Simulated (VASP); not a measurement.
# GaN (P6_3mc) in VASP: notebook

The runs below take GaN through single point, with r2SCAN.

Program: VASP 6.6.1. These are calculated values, not measurements. Logs are shortened: lines on timing, memory, paths and dates and some standing lists are left out, and cuts for length are marked.

### 1 The cell of the first run

The structure is hexagonal, space group P6_3mc (No. 186). The conventional cell has a = 3.183 Å, b = 3.183 Å, c = 5.184 Å, α = 90.00°, β = 90.00°, γ = 120.00°. Ga (site symmetry 3m) has 4 N at 1.95 Å within 2.6 Å. N (site symmetry 3m) has 4 Ga at 1.95 Å within 2.6 Å.

### 2 Single point, r2SCAN

File POSCAR:

```
GaN
1.0
    3.1830969073      0.0000000000      0.0000000000
   -1.5915484537      2.7566427844      0.0000000000
    0.0000000000      0.0000000000      5.1835829282
Ga N
2 2
Direct
    0.6666666667      0.3333333333      0.4991072756
    0.3333333333      0.6666666667      0.9991072756
    0.6666666667      0.3333333333      0.8758927244
    0.3333333333      0.6666666667      0.3758927244
```

File INCAR.step1:

```
SYSTEM = GaN
  PREC = Accurate
  ENCUT = 520
  ISMEAR = 0
  SIGMA = 0.02
  LREAL = .FALSE.
  LASPH = .TRUE.
  NELM = 60
  NBANDS = 26
  GGA = PE
  ALGO = Normal
  EDIFF = 1E-4
  LWAVE = .TRUE.
  LCHARG = .FALSE.
```

File INCAR.step2:

```
SYSTEM = GaN
  PREC = Accurate
  ENCUT = 520
  EDIFF = 1E-6
  ISMEAR = 0
  SIGMA = 0.02
  LREAL = .FALSE.
  LASPH = .TRUE.
  NELM = 60
  ALGO = Normal
  ISIF = 2
  LWAVE = .FALSE.
  LCHARG = .FALSE.
  METAGGA = R2SCAN
  LMIXTAU = .TRUE.
  NBANDS = 26
  ISTART = 1
```

File KPOINTS:

```
Automatic mesh
0
G
  12 12 6
  0 0 0
```

Potentials or basis: VASP PAW PBE potentials, release 64 (Ga_d, N).

Command:

```
$ cat potpaw_PBE.64/Ga_d/POTCAR potpaw_PBE.64/N/POTCAR > POTCAR
$ cp INCAR.step1 INCAR
$ mpirun -np 1 vasp_std > vasp.out
$ cp INCAR.step2 INCAR
$ mpirun -np 1 vasp_std > vasp.out
```

OUTCAR:

```text
SYSTEM = GaN
   PREC = Accurate
   ENCUT = 520
   EDIFF = 1E-6
   ISMEAR = 0
   LREAL = .FALSE.
   LASPH = .TRUE.
   NELM = 60
   ISIF = 2
   METAGGA = R2SCAN
   ISTART = 1

 ion  position               nearest neighbor table
   1  0.667  0.333  0.499-   4 1.95   4 1.95   4 1.95   3 1.95
   2  0.333  0.667  0.999-   3 1.95   3 1.95   3 1.95   4 1.95
   3  0.667  0.333  0.876-   2 1.95   2 1.95   2 1.95   1 1.95
   4  0.333  0.667  0.376-   1 1.95   1 1.95   1 1.95   2 1.95

  LATTYP: Found a hexagonal cell.
 ALAT       =     3.1830969073
 C/A-ratio  =     1.6284716046

  Lattice vectors:

 A1 = (   3.1830969073,   0.0000000000,   0.0000000000)
 A2 = (  -1.5915484537,   2.7566427844,   0.0000000000)
 A3 = (   0.0000000000,   0.0000000000,   5.1835829282)

Analysis of symmetry for initial positions (statically):
=====================================================================
 Subroutine PRICEL returns:
 Original cell was already a primitive cell.

 Routine SETGRP: Setting up the symmetry group for a
 hexagonal supercell.

 Subroutine GETGRP returns: Found 12 space group operations
 (whereof  6 operations were pure point group operations)
 out of a pool of 24 trial point group operations.

The static configuration has the point symmetry C_3v.
 The point group associated with its full space group is C_6v.

Analysis of symmetry for dynamics (positions and initial velocities):
=====================================================================
 Subroutine PRICEL returns:
 Original cell was already a primitive cell.

 Routine SETGRP: Setting up the symmetry group for a
 hexagonal supercell.

 Subroutine GETGRP returns: Found 12 space group operations
 (whereof  6 operations were pure point group operations)
 out of a pool of 24 trial point group operations.

The dynamic configuration has the point symmetry C_3v.
 The point group associated with its full space group is C_6v.

 Subroutine INISYM returns: Found 12 space group operations
 (whereof  6 operations are pure point group operations),
 and found     1 'primitive' translations

----------------------------------------------------------------------------------------

                                     Primitive cell

  volume of cell :      45.4842

  direct lattice vectors                    reciprocal lattice vectors
     3.183096907  0.000000000  0.000000000     0.314159458  0.181380048  0.000000000
    -1.591548454  2.756642784  0.000000000     0.000000000  0.362760096  0.000000000
     0.000000000  0.000000000  5.183582928     0.000000000  0.000000000  0.192916755

  length of vectors
     3.183096907  3.183096907  5.183582928     0.362760096  0.362760096  0.192916755

  position of ions in fractional coordinates (direct lattice)
     0.666666667  0.333333333  0.499107276
     0.333333333  0.666666667  0.999107276
     0.666666667  0.333333333  0.875892724
     0.333333333  0.666666667  0.375892724

  ion indices of the primitive-cell ions
   primitive index   ion index
                 1           1
                 2           2
                 3           3
                 4           4

----------------------------------------------------------------------------------------

 KPOINTS: Automatic mesh

Automatic generation of k-mesh.
 Grid dimensions read from file:
 generate k-points for:   12   12    6

 Generating k-lattice:

  Cartesian coordinates                     Fractional coordinates (reciprocal lattice)
     0.026179955  0.015115004  0.000000000     0.083333333  0.000000000  0.000000000
     0.000000000  0.030230008  0.000000000     0.000000000  0.083333333  0.000000000
     0.000000000  0.000000000  0.032152793     0.000000000  0.000000000  0.166666667

  Length of vectors
     0.030230008  0.030230008  0.032152793

  Shift w.r.t. Gamma in fractional coordinates (k-lattice)
     0.000000000  0.000000000  0.000000000

 Subroutine IBZKPT returns following result:
 ===========================================

 Found     76 irreducible k-points:

 Following reciprocal coordinates:
            Coordinates               Weight
  0.000000  0.000000  0.000000      1.000000
  0.083333  0.000000  0.000000      6.000000
  0.166667 -0.000000  0.000000      6.000000
  0.250000 -0.000000  0.000000      6.000000
  0.333333  0.000000  0.000000      6.000000
  0.416667  0.000000  0.000000      6.000000
[... 16 lines left out ...]
  0.250000 -0.000000  0.166667     12.000000
  0.333333  0.000000  0.166667     12.000000
 [... further k-points ...]
   k-points           NKPTS =     76   k-points in BZ     NKDIM =     76   number of bands    NBANDS=     26
   number of dos      NEDOS =    301   number of ions     NIONS =      4
   total plane-waves  NPLWV =  23040
   dimension x,y,z NGX =    24 NGY =   24 NGZ =   40
   dimension x,y,z NGXF=    48 NGYF=   48 NGZF=   80
   ions per type =               2   2
   NGX,Y,Z   is equivalent  to a cutoff of  12.53, 12.53, 12.83 a.u.
   NGXF,Y,Z  is equivalent  to a cutoff of  25.07, 25.07, 25.66 a.u.
 SYSTEM =  GaN
   PREC   = accura    normal or accurate (medium, high low for compatibility)
   ISTART =      1    job   : 0-new  1-cont  2-samecut
   ICHARG =      0    charge: 1-file 2-atom 10-const
   ISPIN  =      1    spin polarized calculation?
   LNONCOLLINEAR =      F non collinear calculations
   LSORBIT =      F    spin-orbit coupling
   LASPH  =      T    aspherical Exc in radial PAW
   ENCUT  =  520.0 eV  38.22 Ry    6.18 a.u.   5.92  5.92  9.64*2*pi/ulx,y,z
   NELM   =     60;   NELMIN=  2; NELMDL=  0     # of ELM steps
   EDIFF  = 0.1E-05   stopping-criterion for ELM
   LREAL  =      F    real-space projection
   EDIFFG = 0.1E-04   stopping-criterion for IOM
   NSW    =      0    number of steps for IOM
   IBRION =     -1    ionic relax: 0-MD 1-quasi-New 2-CG
   NFREE  =      0    steps in history (QN), initial steepest desc. (CG)
   ISIF   =      2    stress and relaxation
   ISYM   =      2    0-nonsym 1-usesym 2-fastsym
   POTIM  = 0.5000    time-step for ionic-motion
   TEBEG  =    0.0;   TEEND  =   0.0 temperature during run
   PSTRESS=    0.0 pullay stress
   NELECT =      36.0000    total number of electrons
   NUPDOWN=      -1.0000    fix difference up-down
   EMIN   =  10.00;   EMAX   =-10.00  energy-range for DOS
   EFERMI =   0.00;   METHOD = LEGACY
   ISMEAR =     0;   SIGMA  =   0.02  broadening in eV -4-tet -1-fermi 0-gaus
   EFERMI_NEDOS =   21; number of points for ismear=-14 and -15
   IALGO  =     38    algorithm
   IMIX   =      4    mixing-type and parameters
     AMIX     =   0.40;   BMIX     =  1.00
     AMIX_MAG =   1.60;   BMIX_MAG =  1.00
  volume/ion in A,a.u.               =      11.37        76.74
  Fermi-wavevector in a.u.,A,eV,Ry     =   1.514336  2.861680 31.201057  2.293213
  Thomas-Fermi vector in A             =   2.624007
   LORBIT       =      0    0 simple, 1 ext, 2 COOP (PROOUT), +10 PAW based schemes
   METAGGA = R2SCAN    functional components
   LHFCALC =     F    Hartree Fock is set to
   AEXX    =    0.0000 exact exchange contribution
   IVDW    =     0    specifies the selected vdW correction
   LEPSILON=     F    determine dielectric tensor
   LRPA    =     F    only Hartree local field effects (RPA)
 non-spin polarized calculation
 Gauss-broadening in eV      SIGMA  =   0.02
  energy-cutoff  :      520.00
  volume of cell :       45.48
 maximum number of plane-waves:      1248
 NGX is ok and might be reduce to    24
   NGX = 11   NGY = 11   NGZ = 19

 number of electron      35.9999993 magnetization

 Free energy of the ion-electron system (eV)
  ---------------------------------------------------
  ext. energy  EPLUGINS =         0.00000000
  ---------------------------------------------------
  free energy    TOTEN  =       -43.82087941 eV

  energy without entropy =      -43.82087941  energy(sigma->0) =      -43.82087941

 E-fermi :   5.2720     XC(G=0): -12.6638

 val. band max:        5.1016376299   @ k =   0.0000   0.0000   0.0000
 cond. band min:       7.4454967227   @ k =   0.0000   0.0000   0.0000
 fundamental gap:      2.3438590928
 Fermi energy:         5.2719864390

 k-point     1 :       0.0000    0.0000    0.0000
  band No.  band energies     occupation
      1     -11.7108      2.00000
      2     -10.7043      2.00000
      3      -8.7269      2.00000
      4      -8.7110      2.00000
      5      -8.7110      2.00000
      6      -8.6425      2.00000
[... 18 lines left out ...]
     25      17.5894      0.00000
     26      17.5894      0.00000

 k-point     2 :       0.0833    0.0000    0.0000
  band No.  band energies     occupation
      1     -11.6414      2.00000
      2     -10.6838      2.00000
      3      -8.7205      2.00000
      4      -8.7005      2.00000
      5      -8.6875      2.00000
      6      -8.6339      2.00000
[... 18 lines left out ...]
     25      17.2312      0.00000
     26      17.7555      0.00000

 k-point     3 :       0.1667   -0.0000    0.0000
  band No.  band energies     occupation
      1     -11.4507      2.00000
      2     -10.6326      2.00000
      3      -8.6952      2.00000
      4      -8.6743      2.00000
      5      -8.6260      2.00000
      6      -8.5950      2.00000
[... 18 lines left out ...]
     25      17.2595      0.00000
     26      18.1407      0.00000

 k-point     4 :       0.2500   -0.0000    0.0000
  band No.  band energies     occupation
      1     -11.1919      2.00000
      2     -10.5739      2.00000
      3      -8.6675      2.00000
      4      -8.6471      2.00000
      5      -8.5742      2.00000
      6      -8.5358      2.00000
[... 18 lines left out ...]
     25      17.2877      0.00000
     26      18.6662      0.00000
[... 496 lines left out ...]
      1     -11.3790      2.00000
      2     -10.6636      2.00000
      3      -8.6900      2.00000
      4      -8.6703      2.00000
      5      -8.6258      2.00000
      6      -8.5964      2.00000
[... 18 lines left out ...]
     25      16.8681      0.00000
     26      17.9177      0.00000

 k-point    23 :       0.2500   -0.0000    0.1667
  band No.  band energies     occupation
      1     -11.1330      2.00000
      2     -10.5943      2.00000
      3      -8.6665      2.00000
      4      -8.6402      2.00000
      5      -8.5867      2.00000
      6      -8.5437      2.00000
[... 18 lines left out ...]
     25      16.9950      0.00000
     26      18.4915      0.00000

 k-point    24 :       0.3333    0.0000    0.1667
  band No.  band energies     occupation
      1     -10.9009      2.00000
      2     -10.5400      2.00000
      3      -8.6544      2.00000
      4      -8.6210      2.00000
      5      -8.5542      2.00000
      6      -8.4931      2.00000
[... 18 lines left out ...]
     25      17.2388      0.00000
     26      19.0353      0.00000

 [... further k-points ...]
[... 5 lines left out ...]
  --------------------------------------------------------------------------------------
  -------------------------------------------------------------------------------------
  Total        0.3187722      0.3187722      0.2818224     -0.0000000     -0.0000000     -0.0000000
  in kB       11.2287293     11.2287293      9.9271739     -0.0000000     -0.0000000     -0.0000000
  external PRESSURE =      10.7948775 kB  Pullay stress =       0.0000000 kB

 VOLUME and BASIS-vectors are now :
 -----------------------------------------------------------------------------
  energy-cutoff  :      520.00
  volume of cell :       45.48
      direct lattice vectors                 reciprocal lattice vectors
     3.183096907  0.000000000  0.000000000     0.314159458  0.181380048  0.000000000
    -1.591548454  2.756642784  0.000000000     0.000000000  0.362760096  0.000000000
     0.000000000  0.000000000  5.183582928     0.000000000  0.000000000  0.192916755

 POSITION                                       TOTAL-FORCE (eV/Angst)
 -----------------------------------------------------------------------------------
      1.59155      0.91888      2.58716         0.000000     -0.000000      0.005657
     -0.00000      1.83776      5.17896        -0.000000      0.000000      0.005657
      1.59155      0.91888      4.54026         0.000000      0.000000     -0.005657
     -0.00000      1.83776      1.94847        -0.000000      0.000000     -0.005657
 -----------------------------------------------------------------------------------
    total drift:                                0.000002      0.000004      0.034416

  FREE ENERGIE OF THE ION-ELECTRON SYSTEM (eV)
  ---------------------------------------------------
  free  energy   TOTEN  =       -43.8208794114 eV

  energy  without entropy=      -43.8208794114  energy(sigma->0) =      -43.82087941
```

Wall time 2 min (1 thread of Intel Xeon 6975P-C (Granite Rapids), shared host); peak memory 0.21 GiB.

What came out:

```yaml
Free_energy: -43.8209 eV
Pressure: 1.1 GPa
Largest_force: 0.006 eV/Å
Band_gap_on_the_k_mesh: 2.34 eV, direct
```

Forces on the atoms (eV/Å):
```
Ga   0.000  0.000  0.006
Ga   0.000  0.000  0.006
N    0.000  0.000 -0.006
N    0.000  0.000 -0.006
```

Stress tensor (GPa, compression positive):
```
1.12 0.00 0.00
0.00 1.12 0.00
0.00 0.00 0.99
```

Levels at points of the mesh, in eV from the valence-band top:
```csv
k point,band 15,band 16,band 17,band 18,band 19,band 20,band 21,band 22
"(0.00, 0.00, 0.00)",-1.07,-0.04,0.00,0.00,2.34,4.81,9.96,10.59
"(0.50, 0.00, 0.00)",-4.30,-2.84,-2.24,-1.03,5.58,6.12,6.55,9.35
"(0.00, 0.00, 0.50)",-0.55,-0.55,-0.55,-0.55,4.77,4.77,9.18,9.18
"(0.50, 0.00, 0.50)",-2.01,-2.01,-1.95,-1.95,4.89,4.89,8.42,8.42
```

Caveat: the PAW data sets were made with another functional, which shifts forces and pressure a little. r2SCAN opens gaps a little over a GGA but as a rule still falls short of measured ones.

[end of part 1 of 2]
